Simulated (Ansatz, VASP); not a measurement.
**In2O3 in VASP and in Ansatz**

The input INCAR:

```
SYSTEM = In2O3
  PREC = Accurate
  ENCUT = 520
  EDIFF = 1E-6
  ISMEAR = -1
  SIGMA = 0.02
  LREAL = .False.
  LASPH = .True.
  NELM = 100
  ALGO = Normal
  ISIF = 2
  LWAVE = .False.
  LCHARG = .False.
  GGA = PE
  NBANDS = 55
```

Contents of KPOINTS:

```
regular mesh
0
Gamma
  6 6 6
  0 0 0
```

File POSCAR:

```
In2O3
1.0
    2.8365217899      1.6376666190      4.7095946457
   -2.8365217899      1.6376666190      4.7095946457
    0.0000000000     -3.2753332379      4.7095946457
In O
4 6
Direct
    0.6406745828      0.6406745828      0.6406745828
    0.8593254172      0.8593254172      0.8593254172
    0.3593254172      0.3593254172      0.3593254172
    0.1406745828      0.1406745828      0.1406745828
    0.0464653643      0.7500000000      0.4535346357
    0.7500000000      0.4535346357      0.0464653643
    0.4535346357      0.0464653643      0.7500000000
    0.9535346357      0.2500000000      0.5464653643
    0.5464653643      0.9535346357      0.2500000000
    0.2500000000      0.5464653643      0.9535346357
```

Input for Ansatz:

```yaml
crystal:
  lattice:
    - [2.8365217899, 1.637666619, 4.7095946457]
    - [-2.8365217899, 1.637666619, 4.7095946457]
    - [0.0, -3.2753332379, 4.7095946457]
  atoms:
    - { symbol: In, position: [0.6406745828, 0.6406745828, 0.6406745828] }
    - { symbol: In, position: [0.8593254172, 0.8593254172, 0.8593254172] }
    - { symbol: In, position: [0.3593254172, 0.3593254172, 0.3593254172] }
    - { symbol: In, position: [0.1406745828, 0.1406745828, 0.1406745828] }
    - { symbol: O, position: [0.0464653643, 0.75, 0.4535346357] }
    - { symbol: O, position: [0.75, 0.4535346357, 0.0464653643] }
    - { symbol: O, position: [0.4535346357, 0.0464653643, 0.75] }
    - { symbol: O, position: [0.9535346357, 0.25, 0.5464653643] }
    - { symbol: O, position: [0.5464653643, 0.9535346357, 0.25] }
    - { symbol: O, position: [0.25, 0.5464653643, 0.9535346357] }
kpoints:
  mp_grid: { grid: [6, 6, 6] }
  band_path:
    path:
      - [0.0, 0.0, 0.0]
      - [0.5, 0.5, 0.5]
      - [0.7617877973, 0.2382122027, 0.5]
      - [0.5, -0.2382122027, 0.2382122027]
      - [0.5, 0.0, 0.0]
      - [0.3691061014, -0.3691061014, 0.0]
      - [0.6308938986, 0.0, 0.3691061014]
      - [0.5, 0.0, 0.5]
      - [-0.020833, -0.020833, 0.260417]
    npoints: 1
hamiltonian:
  xc: pbe
scf:
  occupations: { method: fermi_dirac, width: 0.02 }
  n_extra_bands: 6
output:
  forces: true
  stress: true
  eigenvalues: true
```

Change from the starting cell: epitaxial_xy strain +3.0%.

Alike in both runs: task single point; functional PBE; k mesh 6 × 6 × 6; occupations fermi-dirac, width 0.02 eV; no spin polarisation.

```csv
,VASP,Ansatz
version,VASP 6.6.1,Ansatz 0.2.0
potentials or method,"VASP PAW PBE potentials, release 64 (In_d, O)","plane waves, PAW"
plane-wave cutoff (eV),520,420
valence electrons in the cell,88,88
```

Ansatz gave:

- gap on the k mesh at the Fermi level (eV): 0.87
- pressure (GPa): 0.0
- traceless stress, the component that is largest in VASP (GPa): 5.36
- rms of the force components (eV/Å): 0.042

Q: What did VASP give for the same quantities?

A: gap on the k mesh at the Fermi level (eV): 0.86; pressure (GPa): 0.5; traceless stress, the component that is largest in VASP (GPa): 5.23; rms of the force components (eV/Å): 0.040.

Atom by atom the forces differ by 0.004 eV/Å (rms over components).
